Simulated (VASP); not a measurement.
Here is a VASP 6.6.1 calculation.

Contents of POSCAR:

```
MgSe
1.0
    0.0000000000      2.6804175772      2.6804175772
    2.6804175772      0.0000000000      2.6804175772
    2.6804175772      2.6804175772      0.0000000000
Mg Se
1 1
Direct
    0.0000000000      0.0000000000      0.0000000000
    0.5000000000      0.5000000000      0.5000000000
```

Contents of INCAR.step1:

```
SYSTEM = MgSe
PREC = Accurate ; ENCUT = 660
ISMEAR = 0 ; SIGMA = 0.01
LREAL = .FALSE. ; LASPH = .TRUE.
NELM = 120 ; NBANDS = 11
GGA = PE ; ALGO = Normal
EDIFF = 1E-5 ; LWAVE = .TRUE.
LCHARG = .FALSE. ; GGA_COMPAT = .FALSE.
```

File INCAR.step2:

```
SYSTEM = MgSe
PREC = Accurate ; ENCUT = 660
EDIFF = 1E-6 ; ISMEAR = 0
SIGMA = 0.01 ; LREAL = .FALSE.
LASPH = .TRUE. ; NELM = 120
ALGO = Normal ; ISIF = 2
LWAVE = .FALSE. ; LCHARG = .FALSE.
METAGGA = R2SCAN ; LMIXTAU = .TRUE.
NBANDS = 11 ; ISTART = 1
GGA_COMPAT = .FALSE.
```

Contents of KPOINTS:

```
regular mesh
0
G
  6 6 6
  0 0 0
```

Potentials or basis: VASP PAW PBE potentials, release 64 (Mg, Se).

The run is started by

```console
$ cat potpaw_PBE.64/Mg/POTCAR potpaw_PBE.64/Se/POTCAR > POTCAR
$ cp INCAR.step1 INCAR
$ mpirun -np 1 vasp_std > vasp.out
$ cp INCAR.step2 INCAR
$ mpirun -np 1 vasp_std > vasp.out
```

Problem. Estimate the pressure.

Solution. 4.3 GPa.

Problem. What does it give for the band gap on the k mesh?

Solution. 2.55 eV, indirect (least direct gap 3.87 eV).

Caveat: the PAW data sets were made with another functional, which shifts forces and pressure a little. A k mesh can miss the band edges.
